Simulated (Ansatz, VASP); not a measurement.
One calculation of SnO, two programs

```
Sn O
1.0
     4.03060    0.00000    0.00000
     0.00000    4.03060    0.00000
     0.00000    0.00000    4.65532
Sn O
2 2
Direct
  0.00000 0.50000 0.24575
  0.50000 0.00000 0.75425
  0.00000 0.00000 0.00000
  0.50000 0.50000 0.00000
```

Alike in both runs: task single point; functional LDA; k mesh 10 × 10 × 8; occupations gaussian, width 0.15 eV; no spin polarisation.

|  | VASP | Ansatz |
| --- | --- | --- |
| version | VASP 6.6.1 | Ansatz 0.2.0 |
| potentials or method | VASP PAW LDA potentials, release 64 (Sn_d, O), cutoff 520 eV | scalar-relativistic, plane waves, PAW |
| valence electrons in the cell | 40 | 40 |

```tsv
	VASP	Ansatz	Ansatz less VASP
gap on the k mesh at the Fermi level (eV)	0.54	0.55	+0.018
least direct gap on the mesh (eV)	1.77	1.80	+0.028
pressure (GPa)	-11.1	-11.3	-0.21
traceless stress, the component that is largest in VASP (GPa)	4.48	4.48	0.000
rms of the force components (eV/Å)	0.470	0.504	+0.0332
```

LDA's correlation is that of Perdew and Zunger in VASP and of Perdew and Wang (1992) in Ansatz. Atom by atom the forces differ by 0.033 eV/Å (rms over components).
